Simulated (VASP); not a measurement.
**Mo3N: single point with PBE**

Mo3N:

```
Mo N
1.0
     5.30759    0.00000    0.00000
    -2.65379    4.59651    0.00000
     0.00000    0.00000    4.26016
Mo N
6 2
Direct
  0.83300 0.66600 0.25000
  0.16700 0.83300 0.75000
  0.33400 0.16700 0.25000
  0.16700 0.33400 0.75000
  0.83300 0.16700 0.25000
  0.66600 0.83300 0.75000
  0.33333 0.66667 0.25000
  0.66667 0.33333 0.75000
```

```yaml
Program: VASP 6.6.1
Task: single point
Functional: PBE
Potentials_or_basis: VASP PAW PBE potentials, release 64 (Mo_sv, N)
Cutoff: 520 eV
k_mesh: 6 × 6 × 4
Occupations: gaussian, width 0.1 eV
Spin: collinear spin
Starting_moments: "[1.0, 1.0, 1.0, 1.0, 1.0, 1.0, 0.0, 0.0] μB"
Dipole_correction: no
Further_INCAR_settings: ALGO = Normal; EDIFF = 1e-06; NBANDS = 61
```

- Pressure: 12.0 GPa
- Largest force: 0.264 eV/Å
- Band gap on the k mesh: zero (filled and empty bands overlap)
- Net moment: 0.00 μB per cell
- Valence electrons inside the program's atomic spheres: Mo 12.71; N 3.46

Forces on the atoms (eV/Å):
```
Mo   0.000  0.264  0.000
Mo  -0.229  0.132  0.000
Mo  -0.229 -0.132  0.000
Mo   0.000 -0.264  0.000
Mo   0.229 -0.132  0.000
Mo   0.229  0.132  0.000
N    0.000  0.000  0.000
N    0.000  0.000  0.000
```

Stress tensor (GPa, compression positive):
```
 9.36  0.00  0.00
 0.00  9.36  0.00
 0.00  0.00 17.32
```

Levels at points of the mesh, in eV from the Fermi level:
Spin up:
| k point | band 44 | band 45 | band 46 | band 47 | band 48 | band 49 | band 50 | band 51 |
| --- | --- | --- | --- | --- | --- | --- | --- | --- |
| (0.00, 0.00, 0.00) | -1.48 | -1.32 | -1.32 | -0.10 | 0.44 | 0.44 | 1.45 | 1.45 |
| (0.50, 0.00, 0.00) | -0.86 | -0.85 | -0.67 | -0.47 | -0.34 | 0.41 | 0.52 | 0.85 |
| (0.00, 0.00, 0.50) | -2.81 | -0.99 | -0.99 | 0.54 | 0.54 | 0.54 | 0.54 | 0.74 |
| (0.50, 0.00, 0.50) | -1.60 | -0.20 | -0.20 | -0.04 | -0.04 | 0.27 | 0.27 | 0.36 |
Spin down:
```tsv
k point	band 44	band 45	band 46	band 47	band 48	band 49	band 50	band 51
(0.00, 0.00, 0.00)	-1.48	-1.32	-1.32	-0.10	0.44	0.44	1.45	1.45
(0.50, 0.00, 0.00)	-0.86	-0.85	-0.67	-0.47	-0.34	0.41	0.52	0.85
(0.00, 0.00, 0.50)	-2.81	-0.99	-0.99	0.54	0.54	0.54	0.54	0.74
(0.50, 0.00, 0.50)	-1.60	-0.20	-0.20	-0.04	-0.04	0.27	0.27	0.36
```

Run time: 3.8 min on 1 thread of Intel(R) Xeon(R) Platinum 8259CL CPU @ 2.50GHz (Skylake/Cascade Lake), with other jobs on the host, peak memory 0.37 GiB.

Caveat: the k points lie up to 0.37 Å⁻¹ apart, too coarse for converged energies and pressures of a metal.
